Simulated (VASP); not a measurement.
# Si24O47 (a cell with a defect) in VASP: a series of runs

Si24O47 (a cell with a defect) is run at these levels: PBEsol; tasks: single point.

Program: VASP 6.6.1. These are calculated values, not measurements. Logs are shortened: lines on timing, memory, paths and dates and some standing lists are left out, and cuts for length are marked.

### 1 The cell of the first run

The cell holds a defect, 71 atoms: a = 9.902 Å, b = 9.902 Å, c = 10.886 Å, α = 90.00°, β = 90.00°, γ = 120.00°.

### 2 Single point, PBEsol

File INCAR:

```
SYSTEM = Si24O47
PREC     = Accurate       ! precision mode
ENCUT    = 520            ! plane-wave cutoff, eV
EDIFF    = 1E-6           ! SCF threshold, eV
ISMEAR   = -1             ! smearing method
SIGMA    = 0.05           ! smearing width, eV
LREAL    = Auto         
LASPH    = .True.         ! aspherical terms in the spheres
NELM     = 120            ! most SCF steps
ALGO     = Normal         ! electronic algorithm
ISIF     = 2              ! what is computed and relaxed
LWAVE    = .False.        ! write WAVECAR
LCHARG   = .False.        ! write CHGCAR
GGA      = PS             ! functional
NBANDS   = 230            ! bands
NELECT   = 376.0        
ISYM     = -1           
GGA_COMPAT= .False.
```

File KPOINTS:

```
explicit points
1
Reciprocal
  0.25000000   0.25000000   0.25000000 1
```

File POSCAR:

```
Si24O47
1.0
    9.9016390000      0.0000000000      0.0000000000
   -4.9508190000      8.5750710000      0.0000000000
    0.0000000000      0.0000000000     10.8858800000
Si O
24 47
Direct
    0.2454730000      0.0106690000      0.1613510000
    0.2339590000      0.9867010000      0.6728210000
    0.2419570000      0.5143200000      0.1640680000
    0.2126660000      0.4987670000      0.6835970000
    0.7297910000      0.0035980000      0.1725410000
    0.7316350000      0.9916460000      0.6672490000
    0.7561810000      0.5203940000      0.1589920000
    0.7306240000      0.4908770000      0.6605580000
    0.0087220000      0.2444340000      0.3276150000
    0.9876930000      0.2214220000      0.8456130000
    0.0148200000      0.7484770000      0.3354480000
    0.9867950000      0.7288720000      0.8336050000
    0.5809370000      0.1961200000      0.2514130000
    0.4943890000      0.2354530000      0.8334850000
    0.5031950000      0.7372320000      0.3390210000
    0.4903140000      0.7359650000      0.8339240000
    0.2670670000      0.2742140000      0.0010880000
    0.1981420000      0.2443820000      0.5233260000
    0.2544710000      0.7670850000      0.9951190000
    0.2642680000      0.7588530000      0.5059620000
    0.7615910000      0.2761480000      0.0028270000
    0.7748860000      0.2590710000      0.4992470000
    0.7553490000      0.7700990000      0.9978840000
    0.7684470000      0.7615130000      0.4990530000
    0.2258240000      0.1558820000      0.1168730000
    0.2057400000      0.1206250000      0.6051730000
    0.2108470000      0.6486290000      0.1106920000
    0.1868000000      0.6265680000      0.6132180000
    0.6869710000      0.1536740000      0.1353570000
    0.7074290000      0.1268130000      0.6044930000
    0.7084110000      0.6441740000      0.1092010000
    0.6978120000      0.6199080000      0.5977900000
    0.4000870000      0.0689900000      0.2491140000
    0.3592040000      0.0690210000      0.7813680000
    0.3776450000      0.5817840000      0.2677500000
    0.3532550000      0.5708500000      0.7805010000
    0.8767460000      0.0862980000      0.2636450000
    0.8602630000      0.0644030000      0.7770920000
    0.8863450000      0.5926190000      0.2648350000
    0.8548240000      0.5671740000      0.7720670000
    0.4268830000      0.3059950000      0.9347820000
    0.4256490000      0.7753790000      0.4552190000
    0.4189700000      0.8027310000      0.9354560000
    0.9447410000      0.2880560000      0.4507360000
    0.9072980000      0.2591400000      0.9621210000
    0.9346550000      0.7945660000      0.4451370000
    0.9159810000      0.7972020000      0.9361260000
    0.1428930000      0.2070080000      0.3852520000
    0.1273770000      0.1994540000      0.8994800000
    0.1435520000      0.7111400000      0.3924570000
    0.1156760000      0.6931720000      0.8937990000
    0.6611280000      0.1964710000      0.3786050000
    0.6245200000      0.2066530000      0.9031520000
    0.6451760000      0.7144990000      0.3862340000
    0.6197440000      0.7035240000      0.8955940000
    0.0812090000      0.3824740000      0.2292650000
    0.0536350000      0.3634480000      0.7454760000
    0.0937080000      0.8928900000      0.2395730000
    0.0668490000      0.8588790000      0.7253990000
    0.6044450000      0.3632540000      0.2128820000
    0.5688380000      0.3524790000      0.7177680000
    0.5720100000      0.8847830000      0.2423990000
    0.5661190000      0.8599820000      0.7222350000
    0.2891650000      0.4374670000      0.0527490000
    0.2630380000      0.4132390000      0.5745390000
    0.2737090000      0.9307590000      0.0423070000
    0.3007200000      0.9235630000      0.5661760000
    0.8160020000      0.4504180000      0.0481630000
    0.7915910000      0.4182190000      0.5534030000
    0.7705330000      0.9317330000      0.0554670000
    0.7985560000      0.9221790000      0.5636940000
```

Potentials or basis: VASP PAW PBE potentials, release 64 (Si, O).

On the command line:

```console
$ cat potpaw_PBE.64/Si/POTCAR potpaw_PBE.64/O/POTCAR > POTCAR
$ mpirun -np 1 vasp_std > vasp.out
```

OUTCAR:

```text
SYSTEM = Si24O47
   PREC = Accurate
   ENCUT = 520
   EDIFF = 1E-6
   ISMEAR = -1
   LREAL = Auto
   LASPH = .True.
   NELM = 120
   ISIF = 2
   GGA = PS
   NELECT = 376.0
   ISYM = -1

 ion  position               nearest neighbor table
   1  0.245  0.011  0.161-  58 1.61  66 1.61  25 1.62  33 1.64  13 3.04  19 3.05  17 3.06  11 3.10

   2  0.234  0.987  0.673-  59 1.60  34 1.61  67 1.61  26 1.66  20 3.03  12 3.05  14 3.07
   3  0.242  0.514  0.164-  27 1.62  64 1.62  35 1.62  56 1.63  19 3.06  17 3.07   9 3.08  15 3.08

   4  0.213  0.499  0.684-  36 1.60  28 1.61  57 1.62  65 1.67  18 3.01  16 3.05  20 3.05  10 3.08

   5  0.730  0.004  0.173-  62 1.60  37 1.61  70 1.61  29 1.78  13 3.06  15 3.06   9 3.09  23 3.10

   6  0.732  0.992  0.667-  63 1.61  30 1.62  71 1.62  38 1.63  16 3.06  22 3.07  24 3.08  10 3.10

   7  0.756  0.520  0.159-  39 1.61  31 1.61  60 1.64  68 1.64  13 2.96  21 2.98  23 3.03  11 3.09

   8  0.731  0.491  0.661-  32 1.62  40 1.62  61 1.62  69 1.64  24 3.07  14 3.08  22 3.09  12 3.09

   9  0.009  0.244  0.328-  56 1.60  37 1.61  44 1.63  48 1.67  18 2.84  22 3.03   3 3.08   5 3.09

  10  0.988  0.221  0.846-  38 1.61  49 1.61  57 1.64  45 1.64  17 3.06  21 3.07   4 3.08   6 3.10

  11  0.015  0.748  0.335-  50 1.62  46 1.62  58 1.62  39 1.62  20 3.05  24 3.07   7 3.09   1 3.10

  12  0.987  0.729  0.834-  40 1.62  51 1.62  59 1.63  47 1.63  19 3.04   2 3.05  23 3.09   8 3.09

  13  0.581  0.196  0.251-  33 1.59  52 1.60  60 1.61  29 1.82   7 2.96   1 3.04   5 3.06  21 3.12

  14  0.494  0.235  0.833-  41 1.62  61 1.62  34 1.62  53 1.64  17 3.07   2 3.07  21 3.08   8 3.08

  15  0.503  0.737  0.339-  35 1.61  54 1.61  42 1.62  62 1.65   5 3.06  24 3.06  20 3.07   3 3.08

  16  0.490  0.736  0.834-  55 1.61  43 1.62  63 1.62  36 1.62   4 3.05  23 3.05  19 3.06   6 3.06

  17  0.267  0.274  0.001-  64 1.62  41 1.62  25 1.63  49 1.63   1 3.06  10 3.06  14 3.07   3 3.07

  18  0.198  0.244  0.523-  26 1.55  65 1.56  48 1.58   9 2.84   4 3.01
  19  0.254  0.767  0.995-  66 1.62  43 1.62  51 1.62  27 1.62  12 3.04   1 3.05  16 3.06   3 3.06

  20  0.264  0.759  0.506-  50 1.62  42 1.62  67 1.62  28 1.63   2 3.03  11 3.05   4 3.05  15 3.07

  21  0.762  0.276  0.003-  45 1.60  53 1.60  68 1.61  29 1.79   7 2.98  10 3.07  14 3.08  13 3.12

  22  0.775  0.259  0.499-  69 1.61  30 1.61  52 1.64  44 1.65   9 3.03   6 3.07   8 3.09
  23  0.755  0.770  0.998-  55 1.61  47 1.62  31 1.63  70 1.65   7 3.03  16 3.05  12 3.09   5 3.10

  24  0.768  0.762  0.499-  46 1.62  32 1.62  71 1.62  54 1.63  15 3.06   8 3.07  11 3.07   6 3.08

  25  0.226  0.156  0.117-   1 1.62  17 1.63
  26  0.206  0.121  0.605-  18 1.55   2 1.66
  27  0.211  0.649  0.111-   3 1.62  19 1.62
  28  0.187  0.627  0.613-   4 1.61  20 1.63
  29  0.687  0.154  0.135-   5 1.78  21 1.79  13 1.82
  30  0.707  0.127  0.604-  22 1.61   6 1.62
  31  0.708  0.644  0.109-   7 1.61  23 1.63
  32  0.698  0.620  0.598-   8 1.62  24 1.62
  33  0.400  0.069  0.249-  13 1.59   1 1.64
  34  0.359  0.069  0.781-   2 1.61  14 1.62
  35  0.378  0.582  0.268-  15 1.61   3 1.62
[... 34 lines left out ...]
  70  0.771  0.932  0.055-   5 1.61  23 1.65
  71  0.799  0.922  0.564-   6 1.62  24 1.62

IMPORTANT INFORMATION: All symmetrisations will be switched off!
NOSYMM: (Re-)initialisation of all symmetry stuff for point group C_1.

----------------------------------------------------------------------------------------

                                     Primitive cell

  volume of cell :     924.2902

  direct lattice vectors                    reciprocal lattice vectors
     9.901639000  0.000000000  0.000000000     0.100993381  0.058308549  0.000000000
    -4.950819000  8.575071000  0.000000000     0.000000000  0.116617110  0.000000000
     0.000000000  0.000000000 10.885880000     0.000000000  0.000000000  0.091862119

  length of vectors
     9.901639000  9.901638825 10.885880000     0.116617108  0.116617110  0.091862119

  position of ions in fractional coordinates (direct lattice)
     0.245473000  0.010669000  0.161351000
     0.233959000  0.986701000  0.672821000
     0.241957000  0.514320000  0.164068000
     0.212666000  0.498767000  0.683597000
     0.729791000  0.003598000  0.172541000
     0.731635000  0.991646000  0.667249000
[... 63 lines left out ...]
     0.770533000  0.931733000  0.055467000
     0.798556000  0.922179000  0.563694000

  ion indices of the primitive-cell ions
   primitive index   ion index
                 1           1
                 2           2
                 3           3
                 4           4
                 5           5
                 6           6
[... 63 lines left out ...]
                70          70
                71          71

----------------------------------------------------------------------------------------

 KPOINTS: explicit points

Read explicit list of k-points.

 Found      1 k-points:

 Following reciprocal coordinates:
            Coordinates               Weight
  0.250000  0.250000  0.250000      1.000000
   k-points           NKPTS =      1   k-points in BZ     NKDIM =      1   number of bands    NBANDS=    230
   number of dos      NEDOS =    301   number of ions     NIONS =     71
   total plane-waves  NPLWV = 537600
   dimension x,y,z NGX =    80 NGY =   80 NGZ =   84
   dimension x,y,z NGXF=   160 NGYF=  160 NGZF=  168
   ions per type =              24  47
   NGX,Y,Z   is equivalent  to a cutoff of  13.43, 13.43, 12.83 a.u.
   NGXF,Y,Z  is equivalent  to a cutoff of  26.86, 26.86, 25.66 a.u.
 SYSTEM =  Si24O47
   PREC   = accura    normal or accurate (medium, high low for compatibility)
   ISTART =      0    job   : 0-new  1-cont  2-samecut
   ICHARG =      2    charge: 1-file 2-atom 10-const
   ISPIN  =      1    spin polarized calculation?
   LNONCOLLINEAR =      F non collinear calculations
   LSORBIT =      F    spin-orbit coupling
   LASPH  =      T    aspherical Exc in radial PAW
   ENCUT  =  520.0 eV  38.22 Ry    6.18 a.u.  18.41 18.41 20.24*2*pi/ulx,y,z
   NELM   =    120;   NELMIN=  2; NELMDL= -5     # of ELM steps
   EDIFF  = 0.1E-05   stopping-criterion for ELM
   LREAL  =      T    real-space projection
   EDIFFG = 0.1E-04   stopping-criterion for IOM
   NSW    =      0    number of steps for IOM
   IBRION =     -1    ionic relax: 0-MD 1-quasi-New 2-CG
   NFREE  =      0    steps in history (QN), initial steepest desc. (CG)
   ISIF   =      2    stress and relaxation
   ISYM   =     -1    0-nonsym 1-usesym 2-fastsym
   POTIM  = 0.5000    time-step for ionic-motion
   TEBEG  =    0.0;   TEEND  =   0.0 temperature during run
   PSTRESS=    0.0 pullay stress
   NELECT =     376.0000    total number of electrons
   NUPDOWN=      -1.0000    fix difference up-down
   EMIN   =  10.00;   EMAX   =-10.00  energy-range for DOS
   EFERMI =   0.00;   METHOD = LEGACY
   ISMEAR =    -1;   SIGMA  =   0.05  broadening in eV -4-tet -1-fermi 0-gaus
   EFERMI_NEDOS =   21; number of points for ismear=-14 and -15
   IALGO  =     38    algorithm
   IMIX   =      4    mixing-type and parameters
     AMIX     =   0.40;   BMIX     =  1.00
     AMIX_MAG =   1.60;   BMIX_MAG =  1.00
  volume/ion in A,a.u.               =      13.02        87.85
  Fermi-wavevector in a.u.,A,eV,Ry     =   1.213020  2.292276 20.019854  1.471418
  Thomas-Fermi vector in A             =   2.348486
   LORBIT       =      0    0 simple, 1 ext, 2 COOP (PROOUT), +10 PAW based schemes
   GGA     = PS    functional components
   LHFCALC =     F    Hartree Fock is set to
   AEXX    =    0.0000 exact exchange contribution
   IVDW    =     0    specifies the selected vdW correction
   LEPSILON=     F    determine dielectric tensor
   LRPA    =     F    only Hartree local field effects (RPA)
 non-spin polarized calculation
  energy-cutoff  :      520.00
  volume of cell :      924.29
 maximum number of plane-waves:     24895
 NGX is ok and might be reduce to    80
   NGX = 37   NGY = 37   NGZ = 41

 number of electron     375.9999997 magnetization

 Free energy of the ion-electron system (eV)
  ---------------------------------------------------
  ext. energy  EPLUGINS =         0.00000000
  ---------------------------------------------------
  free energy    TOTEN  =      -587.26091535 eV

  energy without entropy =     -587.26091535  energy(sigma->0) =     -587.26091535

 E-fermi :   2.1887     XC(G=0):  -9.1993

 val. band max:        0.8773206368   @ k =   0.2500   0.2500   0.2500
 cond. band min:       5.5713596956   @ k =   0.2500   0.2500   0.2500
 fundamental gap:      4.6940390588
 Fermi energy:         2.1886648353

 k-point     1 :       0.2500    0.2500    0.2500
  band No.  band energies     occupation
      1     -19.0943      2.00000
      2     -18.8215      2.00000
      3     -18.2915      2.00000
      4     -18.1711      2.00000
      5     -18.1011      2.00000
      6     -18.0521      2.00000
[... 192 lines left out ...]
    199       9.0939      0.00000
    200       9.2509      0.00000
 [bands above 200 left out]

------------------------ aborting loop because EDIFF is reached ----------------------------------------

  FORCE on cell =-STRESS in cart. coord.  units (eV):
  Direction    XX          YY          ZZ          XY          YZ          ZX
  --------------------------------------------------------------------------------------
  -------------------------------------------------------------------------------------
  Total      -14.1199333    -12.9717388    -13.7488570      2.7050811      0.3042192      2.7334672
  in kB      -24.4756860    -22.4853898    -23.8324572      4.6890246      0.5273378      4.7382295
  external PRESSURE =     -23.5978443 kB  Pullay stress =       0.0000000 kB

 VOLUME and BASIS-vectors are now :
 -----------------------------------------------------------------------------
  energy-cutoff  :      520.00
  volume of cell :      924.29
      direct lattice vectors                 reciprocal lattice vectors
     9.901639000  0.000000000  0.000000000     0.100993381  0.058308549  0.000000000
    -4.950819000  8.575071000  0.000000000     0.000000000  0.116617110  0.000000000
     0.000000000  0.000000000 10.885880000     0.000000000  0.000000000  0.091862119

 POSITION                                       TOTAL-FORCE (eV/Angst)
 -----------------------------------------------------------------------------------
      2.37776      0.09149      1.75645        -0.032588      0.005348      0.038962
     -2.56840      8.46103      7.32425        -0.027893      0.063385     -0.016657
     -0.15053      4.41033      1.78602        -0.017258     -0.001205      0.011092
     -0.36356      4.27696      7.44155         0.002942     -0.023034     -0.028479
      7.20831      0.03085      1.87826        -0.015835      0.053194     -0.040716
      2.33493      8.50343      7.26359        -0.006278      0.007650     -0.007942
[... 63 lines left out ...]
      3.01670      7.98968      0.60381         0.012081     -0.008311     -0.034872
      3.34147      7.90775      6.13631         0.002472      0.020771     -0.014041
 -----------------------------------------------------------------------------------
    total drift:                               -0.001155     -0.016091     -0.015996

  FREE ENERGIE OF THE ION-ELECTRON SYSTEM (eV)
  ---------------------------------------------------
  free  energy   TOTEN  =      -587.2609153537 eV

  energy  without entropy=     -587.2609153537  energy(sigma->0) =     -587.26091535
```

Run time: 9.9 min. Hardware: 1 thread of Intel Xeon Platinum 8259CL at 2.50GHz (Skylake/Cascade Lake), shared host; peak memory 1 GiB.

What came out:

```
Free energy   : -587.2609 eV
Largest force : 0.100 eV/Å
```

Forces in eV/Å, atoms in the order of the input:
```
Si  -0.033  0.005  0.039
Si  -0.028  0.063 -0.017
Si  -0.017 -0.001  0.011
Si   0.003 -0.023 -0.028
Si  -0.016  0.053 -0.041
Si  -0.006  0.008 -0.008
Si  -0.013  0.013  0.003
Si  -0.017 -0.021 -0.020
Si   0.048 -0.030 -0.009
Si  -0.001 -0.023  0.020
Si   0.005 -0.014 -0.001
Si  -0.013 -0.009 -0.011
Si   0.035 -0.041  0.005
Si   0.025 -0.024  0.002
Si   0.010 -0.004 -0.001
Si   0.001 -0.017 -0.011
Si   0.010  0.020  0.002
Si   0.026 -0.032 -0.003
Si  -0.005  0.015 -0.002
Si   0.019  0.011  0.013
Si   0.018 -0.036  0.037
Si   0.008  0.006  0.005
Si  -0.003  0.031  0.015
Si   0.006  0.013  0.001
O   -0.018  0.016  0.014
O    0.047 -0.062  0.049
O   -0.019  0.014  0.007
O   -0.035  0.019 -0.002
O   -0.015  0.007  0.001
O   -0.013 -0.003  0.017
O   -0.028  0.017  0.009
O   -0.020  0.009  0.005
O   -0.029 -0.041  0.008
O    0.002 -0.014  0.013
O   -0.001 -0.027  0.001
O    0.015 -0.006  0.026
O    0.004 -0.006  0.012
O   -0.004 -0.026 -0.004
O    0.010 -0.003  0.016
O    0.005 -0.015  0.025
O    0.016  0.016  0.015
O    0.013  0.008  0.010
O    0.016  0.017  0.010
O    0.006  0.007  0.042
O    0.039  0.000  0.003
O    0.014  0.009  0.013
O    0.023  0.012  0.007
O   -0.005 -0.021 -0.098
O    0.024 -0.012 -0.007
O    0.012 -0.011 -0.018
O    0.024 -0.025 -0.003
O    0.021  0.002  0.011
O   -0.020 -0.016 -0.023
O    0.027 -0.007 -0.011
O    0.010 -0.019 -0.012
O   -0.007  0.019 -0.024
O   -0.020 -0.003 -0.006
O   -0.016 -0.003 -0.008
O   -0.035 -0.024  0.000
O   -0.034  0.022 -0.007
O   -0.010 -0.002 -0.020
O   -0.044 -0.022  0.014
O   -0.020 -0.015 -0.006
O    0.003  0.015 -0.022
O   -0.021  0.093  0.030
O    0.003  0.014 -0.026
O    0.015  0.011 -0.025
O   -0.003  0.051  0.005
O   -0.014  0.033  0.002
O    0.012 -0.008 -0.035
O    0.002  0.021 -0.014
```

Levels at points of the mesh, in eV from the Fermi level:
| k point | band 185 | band 186 | band 187 | band 188 | band 189 | band 190 | band 191 | band 192 |
| --- | --- | --- | --- | --- | --- | --- | --- | --- |
| (0.25, 0.25, 0.25) | -1.42 | -1.37 | -1.32 | -1.31 | 3.38 | 4.08 | 4.77 | 5.60 |

Caveat: the cell carries a net charge on a neutralising background, which shifts energy and pressure; the cell is charged against a uniform background, so pressure and absolute levels hang on convention; the PAW data sets were made with another functional, which shifts forces and pressure a little.

[end of part 1 of 2]
